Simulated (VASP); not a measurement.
# V (P6/mmm) in VASP: notebook

The runs below take V through single point, with PBE.

All numbers are computed with VASP 6.6.1; they aren't measurements. Logs are shortened: lines on timing, memory, paths and dates and some standing lists are left out, and cuts for length are marked.

## (1) The cell of the first run

The structure is hexagonal, space group P6/mmm (No. 191). Conventional cell: a = 4.512 Å, b = 4.512 Å, c = 2.418 Å, α = 90.00°, β = 90.00°, γ = 120.00°. Within 3.2 Å of V (site symmetry 6/mmm) lie 14 V at 2.42 to 2.87 Å. V (site symmetry -6m2) has 11 V at 2.42 to 2.87 Å within 3.2 Å.

This isn't the form of V at room conditions, which is bcc.

## (2) Single point, PBE, collinear spin, ferromagnetic start (14.21 Å³/atom)

INCAR

```
  ALGO = Normal
  EDIFF = 1E-7
  ENCUT = 520
  GGA = PE
  ISIF = 2
  ISMEAR = -1
  ISPIN = 2
  LASPH = True
  LCHARG = False
  LMAXMIX = 4
  LORBIT = 11
  LREAL = False
  LWAVE = False
  MAGMOM = 1 1 1
  NBANDS = 30
  NELM = 150
  PREC = Accurate
  SIGMA = 0.05
```

KPOINTS

```
k-points
0
Gamma
  9 9 15
```

POSCAR

```
V
1.0
    4.5120346715      0.0000000000      0.0000000000
   -2.2560173358      3.9075366483      0.0000000000
    0.0000000000      0.0000000000      2.4182025237
V
3
Direct
    1.0000000000      1.0000000000      0.0000000000
    0.3333333333      0.6666666667      0.5000000000
    0.6666666667      0.3333333333      0.5000000000
```

Potentials or basis: VASP PAW PBE potentials, release 64 (V_sv).

On the command line:

```bash
$ cat potpaw_PBE.64/V_sv/POTCAR > POTCAR
$ mpirun -np 1 vasp_std > vasp.out
```

OUTCAR:

```text
EDIFF = 1E-7
   ENCUT = 520
   GGA = PE
   ISIF = 2
   ISMEAR = -1
   ISPIN = 2
   LASPH = True
   LORBIT = 11
   LREAL = False
   NELM = 150
   PREC = Accurate

 ion  position               nearest neighbor table
   1  0.000  0.000  0.000-   2 2.87   3 2.87   2 2.87   3 2.87   3 2.87   3 2.87   2 2.87   2 2.87
                             3 2.87   3 2.87   2 2.87   2 2.87
   2  0.333  0.667  0.500-   3 2.61   3 2.61   3 2.61   1 2.87   1 2.87   1 2.87   1 2.87   1 2.87
                             1 2.87
   3  0.667  0.333  0.500-   2 2.61   2 2.61   2 2.61   1 2.87   1 2.87   1 2.87   1 2.87   1 2.87
                             1 2.87

  LATTYP: Found a hexagonal cell.
 ALAT       =     4.5120346715
 C/A-ratio  =     0.5359450225

  Lattice vectors:

 A1 = (   4.5120346715,   0.0000000000,   0.0000000000)
 A2 = (  -2.2560173358,   3.9075366483,   0.0000000000)
 A3 = (   0.0000000000,   0.0000000000,   2.4182025237)

Analysis of symmetry for initial positions (statically):
=====================================================================
 Subroutine PRICEL returns:
 Original cell was already a primitive cell.

 Routine SETGRP: Setting up the symmetry group for a
 hexagonal supercell.

 Subroutine GETGRP returns: Found 24 space group operations
 (whereof 24 operations were pure point group operations)
 out of a pool of 24 trial point group operations.

The static configuration has the point symmetry D_6h.

Analysis of symmetry for dynamics (positions and initial velocities):
=====================================================================
 Subroutine PRICEL returns:
 Original cell was already a primitive cell.

 Routine SETGRP: Setting up the symmetry group for a
 hexagonal supercell.

 Subroutine GETGRP returns: Found 24 space group operations
 (whereof 24 operations were pure point group operations)
 out of a pool of 24 trial point group operations.

The dynamic configuration has the point symmetry D_6h.

Analysis of structural, dynamic, and magnetic symmetry:
=====================================================================
 Subroutine PRICEL returns:
 Original cell was already a primitive cell.

 Routine SETGRP: Setting up the symmetry group for a
 hexagonal supercell.

 Subroutine GETGRP returns: Found 24 space group operations
 (whereof 24 operations were pure point group operations)
 out of a pool of 24 trial point group operations.

The overall configuration has the point symmetry D_6h.

 Subroutine INISYM returns: Found 24 space group operations
 (whereof 24 operations are pure point group operations),
 and found     1 'primitive' translations
[... 123 lines left out ...]
   LHFCALC =     F    Hartree Fock is set to
   AEXX    =    0.0000 exact exchange contribution
   IVDW    =     0    specifies the selected vdW correction
   LEPSILON=     F    determine dielectric tensor
   LRPA    =     F    only Hartree local field effects (RPA)
 spin polarized calculation
  energy-cutoff  :      520.00
  volume of cell :       42.64
 maximum number of plane-waves:      1191
 NGX is ok and might be reduce to    36
   NGX = 17   NGY = 17   NGZ =  9

 number of electron      38.9999990 magnetization      -0.0046910

 number of electron      38.9999990 magnetization       0.0001618

 Free energy of the ion-electron system (eV)
  ---------------------------------------------------
  ext. energy  EPLUGINS =         0.00000000
  ---------------------------------------------------
  free energy    TOTEN  =       -26.56428369 eV

  energy without entropy =      -26.53071964  energy(sigma->0) =      -26.54750167

 E-fermi :   9.2451     XC(G=0): -12.5980

 val. band max:        9.2388256571   @ k =   0.2222   0.0000   0.4000
 cond. band min:       9.2468103817   @ k =   0.3333   0.1111   0.3333
 fundamental gap:      0.0079847246
 Fermi energy:         9.2451185918

 spin component 1

 k-point     1 :       0.0000    0.0000    0.0000
  band No.  band energies     occupation
      1     -54.7600      1.00000
      2     -54.6442      1.00000
      3     -54.5979      1.00000
      4     -28.7179      1.00000
      5     -28.7179      1.00000
      6     -28.6231      1.00000
[... 781 lines left out ...]
     29      12.4523      0.00000
     30      12.4523      0.00000

 [... further k-points ...]

 spin component 2

 k-point     1 :       0.0000    0.0000    0.0000
  band No.  band energies     occupation
      1     -54.7599      1.00000
      2     -54.6441      1.00000
      3     -54.5979      1.00000
      4     -28.7179      1.00000
      5     -28.7179      1.00000
      6     -28.6231      1.00000
[... 781 lines left out ...]
     29      12.4523      0.00000
     30      12.4523      0.00000

 [... further k-points ...]

------------------------ aborting loop because EDIFF is reached ----------------------------------------

  FORCE on cell =-STRESS in cart. coord.  units (eV):
  Direction    XX          YY          ZZ          XY          YZ          ZX
  --------------------------------------------------------------------------------------
  -------------------------------------------------------------------------------------
  Total       -1.7195584     -1.7195584     -1.6504164      0.0000000      0.0000000      0.0000000
  in kB      -64.6188695    -64.6188695    -62.0206005      0.0000000      0.0000000      0.0000000
  external PRESSURE =     -63.7527798 kB  Pullay stress =       0.0000000 kB

 VOLUME and BASIS-vectors are now :
 -----------------------------------------------------------------------------
  energy-cutoff  :      520.00
  volume of cell :       42.64
      direct lattice vectors                 reciprocal lattice vectors
     4.512034672  0.000000000  0.000000000     0.221629503  0.127957853  0.000000000
    -2.256017336  3.907536648  0.000000000     0.000000000  0.255915706  0.000000000
     0.000000000  0.000000000  2.418202524     0.000000000  0.000000000  0.413530294

 POSITION                                       TOTAL-FORCE (eV/Angst)
 -----------------------------------------------------------------------------------
      0.00000      0.00000      0.00000         0.000000      0.000000      0.000000
     -0.00000      2.60502      1.20910        -0.000000      0.000000     -0.000000
      2.25602      1.30251      1.20910         0.000000      0.000000      0.000000
 -----------------------------------------------------------------------------------
    total drift:                                0.000000      0.000000     -0.000000

  FREE ENERGIE OF THE ION-ELECTRON SYSTEM (eV)
  ---------------------------------------------------
  free  energy   TOTEN  =       -26.5642836908 eV

  energy  without entropy=      -26.5307196445  energy(sigma->0) =      -26.54750167

 total charge

# of ion       s       p       d       tot
------------------------------------------
    1        2.321   6.218   3.017  11.556
    2        2.329   6.198   3.088  11.615
    3        2.329   6.198   3.088  11.615
--------------------------------------------------
tot          6.980  18.613   9.192  34.786

 magnetization (x)

# of ion       s       p       d       tot
------------------------------------------
    1        0.000   0.000   0.000   0.000
    2       -0.000   0.000   0.000   0.000
    3       -0.000   0.000   0.000   0.000
--------------------------------------------------
tot          0.000   0.000   0.000   0.000
```

stdout:

```text
POSCAR found type information on POSCAR V
 POSCAR found :  1 types and       3 ions
 scaLAPACK will be used
 LDA part: xc-table for (Slater+PW92), standard interpolation
 POSCAR, INCAR and KPOINTS ok, starting setup
 FFT: planning ... GRIDC
 FFT: planning ... GRID_SOFT
 FFT: planning ... GRID
 WAVECAR not read
 entering main loop
```

Wall time 91 s (1 thread of Intel Xeon 6975P-C (Granite Rapids), shared host); peak memory 0.29 GiB.

What came out:

```
Free energy                                           : -26.5643 eV
Pressure                                              : -6.4 GPa
Net moment                                            : 0.00 μB per cell
Valence electrons inside the program's atomic spheres : V 11.56, 11.62 (each value once)
```

Caveat: the cell stands under tension.

## (3) Single point, PBE, collinear spin, ferromagnetic start (14.76 Å³/atom)

This run uses another cell than the first one, of 14.76 Å³/atom.

INCAR

```
SYSTEM = V
PREC = Accurate
ENCUT = 520
EDIFF = 1E-6
ISMEAR = -1
SIGMA = 0.05
LREAL = .FALSE.
LASPH = .TRUE.
NELM = 150
ALGO = Normal
ISIF = 2
LWAVE = .FALSE.
LCHARG = .TRUE.
ISPIN = 2
MAGMOM = 1 1 1
LORBIT = 11
LMAXMIX = 4
GGA = PE
LELF = .TRUE.
LVHAR = .TRUE.
NBANDS = 30
```

KPOINTS

```
regular mesh
0
G
  9 9 15
  0 0 0
```

POSCAR

```
V
1.0
    4.5691550982      0.0000000000      0.0000000000
   -2.2845775491      3.9570043889      0.0000000000
    0.0000000000      0.0000000000      2.4488159321
V
3
Direct
    1.0000000000      1.0000000000      0.0000000000
    0.3333333333      0.6666666667      0.5000000000
    0.6666666667      0.3333333333      0.5000000000
```

Potentials or basis: VASP PAW PBE potentials, release 64 (V_sv).

On the command line:

```bash
$ cat potpaw_PBE.64/V_sv/POTCAR > POTCAR
$ mpirun -np 1 vasp_std > vasp.out
```

Run time: 98 s. Hardware: 1 thread of Intel Xeon 6975P-C (Granite Rapids), shared host; peak memory 0.29 GiB.

The run converged. Its results:

- Free energy: -26.4719 eV
- Pressure: -11.6 GPa
- Net moment: 0.00 μB per cell
- Valence electrons inside the program's atomic spheres: V 11.50, 11.56 (each value once)

Levels at points of the mesh, in eV from the Fermi level:
Spin up:
```csv
k point,band 17,band 18,band 19,band 20,band 21,band 22,band 23,band 24
"(0.00, 0.00, 0.00)",-1.30,-1.28,-1.28,-0.77,0.47,0.47,2.12,2.12
```
Spin down:
| k point | band 18 | band 19 | band 20 | band 21 | band 22 | band 23 |
| --- | --- | --- | --- | --- | --- | --- |
| (0.00, 0.00, 0.00) | -1.28 | -1.28 | -0.77 | 0.47 | 0.47 | 2.12 |

Caveat: the cell stands under tension.

## (4) Single point, PBE, collinear spin, ferromagnetic start (12.57 Å³/atom)

This run uses another cell than the first one, of 12.57 Å³/atom.

INCAR

```
SYSTEM = V
  PREC = Accurate
  ENCUT = 520
  EDIFF = 1E-6
  ISMEAR = -1
  SIGMA = 0.05
  LREAL = .False.
  LASPH = .True.
  NELM = 150
  ALGO = Normal
  ISIF = 2
  LWAVE = .False.
  LCHARG = .False.
  ISPIN = 2
  MAGMOM = 1 1 1
  LORBIT = 11
  LMAXMIX = 4
  GGA = PE
  NBANDS = 30
```

KPOINTS

```
regular mesh
0
Gamma
  11 11 17
  0 0 0
```

POSCAR

```
V
1.0
    4.3313564389      0.0000000000      0.0000000000
   -2.1656782195      3.7510647090      0.0000000000
    0.0000000000      0.0000000000      2.3213689221
V
3
Direct
    0.0000000000      1.0000000000      0.0000000000
    0.3333333333      0.6666666667      0.5000000000
    0.6666666667      0.3333333333      0.5000000000
```

On the command line:

```bash
$ cat potpaw_PBE.64/V_sv/POTCAR > POTCAR
$ mpirun -np 1 vasp_std > vasp.out
```

It took 3 min on 1 thread of Intel Xeon Platinum 8259CL at 2.50GHz (Skylake/Cascade Lake), shared host; peak memory 0.32 GiB.

It converged, with:

| Property | Result |
| --- | --- |
| Free energy | -26.4247 eV |
| Pressure | 17.5 GPa |
| Net moment | 0.00 μB per cell |
| Valence electrons inside the program's atomic spheres | V 11.77, 11.83 (each value once) |

Stress tensor (GPa, compression positive):
```
17.09  0.00  0.00
 0.00 17.09  0.00
 0.00  0.00 18.41
```

Levels at points of the mesh, in eV from the Fermi level:
Spin up:
```csv
k point,band 17,band 18,band 19,band 20,band 21,band 22
"(0.00, 0.00, 0.00)",-1.44,-1.44,-1.39,-0.92,0.54,0.54
```
Spin down:
```
           k point  band 17  band 18  band 19  band 20  band 21  band 22
(0.00, 0.00, 0.00)    -1.44    -1.44    -1.39    -0.92     0.54     0.54
```

Caveat: the cell stands under pressure.

## (5) Single point, PBE (15.32 Å³/atom)

This run uses another cell than the first one, of 15.32 Å³/atom.

INCAR

```
PREC     = Accurate       # precision mode
ENCUT    = 520            # plane-wave cutoff, eV
EDIFF    = 1E-6           # SCF threshold, eV
ISMEAR   = -1             # smearing method
SIGMA    = 0.1            # smearing width, eV
LREAL    = F              # projectors in reciprocal space
LASPH    = T              # aspherical terms in the spheres
NELM     = 100            # most SCF steps
ALGO     = Normal         # electronic algorithm
ISIF     = 2              # what is computed and relaxed
LWAVE    = F              # write WAVECAR
LCHARG   = T              # write CHGCAR
GGA      = PE             # functional
LELF     = T              # ELF
LVHAR    = T            
NBANDS   = 26             # bands
```

KPOINTS

```
regular mesh
0
Gamma
  11 11 17
```

POSCAR

```
V
1.0
    4.6241820920      0.0000000000      0.0000000000
   -2.3120910460      4.0046591634      0.0000000000
    0.0000000000      0.0000000000      2.4820124731
V
3
Direct
    1.0000000000      1.0000000000      0.0000000000
    0.3333333333      0.6666666667      0.5000000000
    0.6666666667      0.3333333333      0.5000000000
```

On the command line:

```bash
$ cat potpaw_PBE.64/V_sv/POTCAR > POTCAR
$ mpirun -np 1 vasp_std > vasp.out
```

It took 2 min on 1 thread of Intel Xeon Platinum 8259CL at 2.50GHz (Skylake/Cascade Lake), shared host; peak memory 0.25 GiB.

The run converged. Its results:

```yaml
Free_energy: -26.3829 eV
Pressure: -15.7 GPa
Band_gap_on_the_k_mesh: zero (an odd number of electrons rules out a gap without spin polarisation)
```

Stress tensor (GPa, compression positive):
```
-15.59   0.00   0.00
  0.00 -15.59   0.00
  0.00   0.00 -16.00
```

Levels at points of the mesh, in eV from the Fermi level:
```tsv
k point	band 15	band 16	band 17	band 18	band 19	band 20	band 21	band 22	band 23	band 24
(0.00, 0.00, 0.00)	-1.27	-1.27	-1.27	-1.24	-1.24	-0.73	0.45	0.45	2.02	2.02
```

Caveat: the cell stands under tension.

## (6) The runs side by side

| spin | cell | k mesh | smearing | gap on the mesh (eV) | pressure (GPa) | moment (μB) |
| --- | --- | --- | --- | --- | --- | --- |
| collinear, ferromagnetic start | a = 4.512, b = 4.512, c = 2.418 Å, angles 90.0, 90.0, 120.0°, 3 atoms | 9 × 9 × 15 | fermi-dirac 0.05 eV | none | -6.4 | 0.00 |
| collinear, ferromagnetic start | a = 4.569, b = 4.569, c = 2.449 Å, angles 90.0, 90.0, 120.0°, 3 atoms | 9 × 9 × 15 | fermi-dirac 0.05 eV | none | -11.6 | 0.00 |
| collinear, ferromagnetic start | a = 4.331, b = 4.331, c = 2.321 Å, angles 90.0, 90.0, 120.0°, 3 atoms | 11 × 11 × 17 | fermi-dirac 0.05 eV | none | 17.5 | 0.00 |
| off | a = 4.624, b = 4.624, c = 2.482 Å, angles 90.0, 90.0, 120.0°, 3 atoms | 11 × 11 × 17 | fermi-dirac 0.1 eV | none | -15.7 | - |

Alike in all rows: task single point; level PBE; potentials or basis VASP PAW PBE potentials, release 64 (V_sv); cutoff (eV) 520.

Caveats: the cell stands under tension (at least some runs); the cell stands under pressure (at least some runs).

Total energies depend on the potentials used, so only differences within one code and one set of settings carry meaning.
